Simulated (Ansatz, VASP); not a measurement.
## AgBr: VASP beside Ansatz

File INCAR:

```
  ALGO = Normal
  EDIFF = 1E-8
  ENCUT = 400
  GGA = PE
  GGA_COMPAT = F
  ISIF = 2
  ISMEAR = -1
  LASPH = T
  LCHARG = F
  LEFG = T
  LREAL = F
  LWAVE = F
  NBANDS = 16
  NELM = 120
  PREC = Accurate
  SIGMA = 0.03
```

File KPOINTS:

```
k-points
0
Gamma
  9 9 9
```

Contents of POSCAR:

```
AgBr
1.0
    0.0000000000      2.6644112382      2.6644112382
    2.6644112382      0.0000000000      2.6644112382
    2.6644112382      2.6644112382      0.0000000000
Ag Br
1 1
Direct
    0.0000000000      0.0000000000      0.0000000000
    0.5000000000      0.5000000000      0.5000000000
```

Input for Ansatz:

```yaml
crystal:
  lattice:
    - [0.0, 2.6644112382, 2.6644112382]
    - [2.6644112382, 0.0, 2.6644112382]
    - [2.6644112382, 2.6644112382, 0.0]
  atoms:
    - { symbol: Ag, position: [0.0, 0.0, 0.0] }
    - { symbol: Br, position: [0.5, 0.5, 0.5] }
kpoints:
  mp_grid: { grid: [9, 9, 9] }
  band_path:
    path:
      - [0.0, 0.0, 0.0]
      - [0.5, 0.0, 0.5]
      - [0.625, 0.25, 0.625]
      - [0.375, 0.375, 0.75]
      - [0.0, 0.0, 0.0]
      - [0.5, 0.5, 0.5]
      - [0.5, 0.25, 0.75]
      - [0.5, 0.0, 0.5]
    npoints: 6
scf:
  occupations: { method: fermi_dirac, width: 0.03 }
hamiltonian:
  xc: pbe
  pseudopotentials: { kind: paw }
output:
  forces: true
  stress: true
  eigenvalues: true
  efg: { contact_densities: true }
  populations: true
```

Change from the starting cell: volume scaled by 0.8, PAW files.

Alike in both runs: task electric field gradients; functional PBE; k mesh 9 × 9 × 9; occupations fermi-dirac, width 0.03 eV; no spin polarisation.

|  | VASP | Ansatz |
| --- | --- | --- |
| version | VASP 6.6.1 | Ansatz 0.2.0 |
| potentials or method | VASP PAW PBE potentials, release 64 (Ag, Br) | PAW with Ansatz's default frozen-core files, scalar-relativistic |
| plane-wave cutoff (eV) | 400 | 420 |
| valence electrons in the cell | 18 | 26 |

```tsv
	VASP	Ansatz	Ansatz less VASP
pressure (GPa)	22.0	22.3	+0.29
```

VASP's potentials hold 18 valence electrons a cell and Ansatz's 26, so a difference there can come from the potentials and not from the codes.
